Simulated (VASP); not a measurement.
Here is a VASP 6.6.1 calculation.

POSCAR

```
Ca
1.0
   -2.1188739078      2.1188739078      2.1188739078
    2.1188739078     -2.1188739078      2.1188739078
    2.1188739078      2.1188739078     -2.1188739078
Ca
1
Direct
    0.0000000000      0.0000000000      0.0000000000
```

INCAR.step1

```
ALGO = Normal ; EDIFF = 1E-4
ENCUT = 520 ; GGA = PE
ISMEAR = -1 ; LASPH = True
LCHARG = False ; LREAL = False
LWAVE = True ; NBANDS = 11
NELM = 60 ; PREC = Accurate
SIGMA = 0.1
```

File INCAR.step2:

```
ALGO = Normal ; EDIFF = 1E-6
ENCUT = 520 ; ISIF = 2
ISMEAR = -1 ; ISTART = 1
LASPH = True ; LCHARG = True
LELF = True ; LMIXTAU = True
LREAL = False ; LVHAR = True
LWAVE = False ; METAGGA = R2SCAN
NBANDS = 11 ; NELM = 60
PREC = Accurate ; SIGMA = 0.1
```

The input KPOINTS:

```
k-points
0
Gamma
  11 11 11
```

Potentials or basis: VASP PAW PBE potentials, release 64 (Ca_sv).

Launch:

```console
$ cat potpaw_PBE.64/Ca_sv/POTCAR > POTCAR
$ cp INCAR.step1 INCAR
$ mpirun -np 1 vasp_std > vasp.out
$ cp INCAR.step2 INCAR
$ mpirun -np 1 vasp_std > vasp.out
```

Question: What does it give for the band gap on the k mesh?

Answer: Zero (bands 5 and 6 overlap by 0.36 eV).

Question: Predict the pressure.

Answer: 2.8 GPa.

Caveat: the PAW data sets were made with another functional, which shifts forces and pressure a little.
